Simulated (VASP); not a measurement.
## MnO: single point with r2SCAN

MnO:

```
Mn O
1.0
    -2.12089   -2.12089    4.33637
    -4.33637   -2.12089    2.12089
    -2.12089   -4.33637    2.12089
Mn O
2 2
Direct
  0.00000 0.00000 0.00000
  0.50000 0.50000 0.50000
  0.25000 0.25000 0.25000
  0.75000 0.75000 0.75000
```

```yaml
Program: VASP 6.6.1
Task: single point
Functional: r2SCAN
Potentials_or_basis: VASP PAW PBE potentials, release 64 (Mn_pv, O)
Cutoff: 520 eV
k_mesh: 8 × 8 × 8
Occupations: gaussian, width 0.05 eV
Spin: collinear spin, antiferromagnetic start
Starting_moments: "[4.59, -4.59, 0.0, 0.0] μB"
Dipole_correction: no
Further_INCAR_settings: ALGO = Normal; EDIFF = 1e-07; NBANDS = 31
```

The pressure is 3.7 GPa. The band gap on the k mesh is 1.78 eV, the net moment is 0.00 μB per cell and the site moments are Mn +4.43, -4.43; O +0.00 μB. The valence electrons inside the program's atomic spheres are Mn 11.39; O 5.04.

Levels at points of the mesh, in eV from the valence-band top:
Spin up:
```csv
k point,band 17,band 18,band 19,band 20,band 21,band 22
"(0.00, 0.00, 0.00)",-1.94,-0.66,-0.66,1.78,3.39,3.39
"(0.50, 0.00, 0.00)",-1.41,-0.27,-0.11,2.35,4.09,4.24
"(0.50, 0.50, 0.00)",-1.48,-0.33,-0.18,2.70,4.17,4.26
"(0.50, 0.50, 0.50)",-1.88,0.00,0.00,2.80,3.28,3.28
```
Spin down:
```
           k point  band 17  band 18  band 19  band 20  band 21  band 22
(0.00, 0.00, 0.00)    -1.94    -0.66    -0.66     1.78     3.39     3.39
(0.50, 0.00, 0.00)    -1.41    -0.27    -0.11     2.35     4.09     4.24
(0.50, 0.50, 0.00)    -1.48    -0.33    -0.18     2.70     4.17     4.26
(0.50, 0.50, 0.50)    -1.88     0.00     0.00     2.80     3.28     3.28
```

Run time: 32 min on 1 thread of Intel Xeon 8259CL, with other jobs on the host, peak memory 0.35 GiB.

Caveat: the cell stands under pressure; the PAW data sets were made with another functional, which shifts forces and pressure a little. A k mesh can miss the band edges.
